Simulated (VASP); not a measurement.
Crystal: C.

```xyz
6
Lattice="2.4988 0.0000 0.0000 -1.2494 2.1640 0.0000 0.0000 0.0000 6.2413" Properties=species:S:1:pos:R:3 pbc="T T T"
C     0.0000    0.0000    0.0000
C     0.0000    0.0000    1.5603
C     0.0000    1.4427    2.0804
C     0.0000    1.4427    3.6407
C     1.2494    0.7213    4.1608
C     1.2494    0.7213    5.7211
```

* Program: VASP 6.6.1
* Task: relaxation of cell and atoms
* Functional: PBEsol
* Potentials or basis: VASP PAW PBE potentials, release 64 (C)
* Cutoff: 600 eV
* k mesh: 12 × 12 × 4
* Occupations: gaussian, width 0.02 eV
* Spin: no spin polarisation

At the start: pressure -0.5 GPa; volume 5.62 Å³/atom.

Q: How do energy, volume and symmetry change on relaxing?

A: Over 5 steps the energy falls by 5.1 meV/atom and the volume is 5.62 Å³/atom (-0.2 %); space group Fd-3m (No. 227, to 0.05 Å).

The path:
```tsv
step	energy change (eV)	largest force (eV/Å)	pressure (GPa)	volume (Å³)
1	0.0000	0.0677	-0.51	33.75
2	0.0020	0.3658	0.99	33.65
3	-0.0303	0.1135	-0.09	33.70
4	-0.0283	0.2434	0.14	33.69
5	-0.0308	0.0012	-0.03	33.70
```

Final structure:
```
C
1.0
     2.51367    0.00000    0.00000
    -1.25684    2.17690    0.00000
     0.00000    0.00000    6.15800
C
6
Direct
  0.00000 0.00000 0.00000
  0.00000 0.00000 0.25000
  0.33333 0.66667 0.33334
  0.33333 0.66667 0.58333
  0.66667 0.33333 0.66667
  0.66667 0.33333 0.91666
```

Caveat: the PAW data sets were made with another functional, which shifts forces and pressure a little.
